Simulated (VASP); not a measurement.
A run of VASP 6.6.1 is set up as follows.

File POSCAR:

```
BAs
1.0
    0.0000000000      2.3052873177      2.3052873177
    2.3052873177      0.0000000000      2.3052873177
    2.3052873177      2.3052873177      0.0000000000
B As
1 1
Direct
    0.0000000000      0.0000000000      0.0000000000
    0.5000000000      0.5000000000      0.5000000000
```

INCAR.step1

```
SYSTEM = BAs
PREC = Accurate
ENCUT = 550
ISMEAR = -1
SIGMA = 0.02
LREAL = .False.
LASPH = .True.
NELM = 120
NBANDS = 11
GGA = PE
ALGO = Normal
EDIFF = 1E-5
LWAVE = .True.
LCHARG = .False.
GGA_COMPAT = .False.
```

INCAR.step2

```
SYSTEM = BAs
PREC = Accurate
ENCUT = 550
EDIFF = 1E-6
ISMEAR = -1
SIGMA = 0.02
LREAL = .False.
LASPH = .True.
NELM = 120
ALGO = Normal
ISIF = 2
LWAVE = .False.
LCHARG = .True.
METAGGA = R2SCAN
LMIXTAU = .True.
LELF = .True.
LVHAR = .True.
NBANDS = 11
ISTART = 1
GGA_COMPAT = .False.
```

Contents of KPOINTS:

```
Automatic mesh
0
Gamma
  8 8 8
  0 0 0
```

Potentials or basis: VASP PAW PBE potentials, release 64 (B, As).

Launch:

```bash
$ cat potpaw_PBE.64/B/POTCAR potpaw_PBE.64/As/POTCAR > POTCAR
$ cp INCAR.step1 INCAR
$ mpirun -np 1 vasp_std > vasp.out
$ cp INCAR.step2 INCAR
$ mpirun -np 1 vasp_std > vasp.out
```

What does it give for the band gap on the k mesh?

Zero (band 4 reaches 8.89 eV, above the bottom of band 5 at 3.57 eV).

What does it give for the pressure?

0.1 GPa.

Caveat: the PAW data sets were made with another functional, which shifts forces and pressure a little.
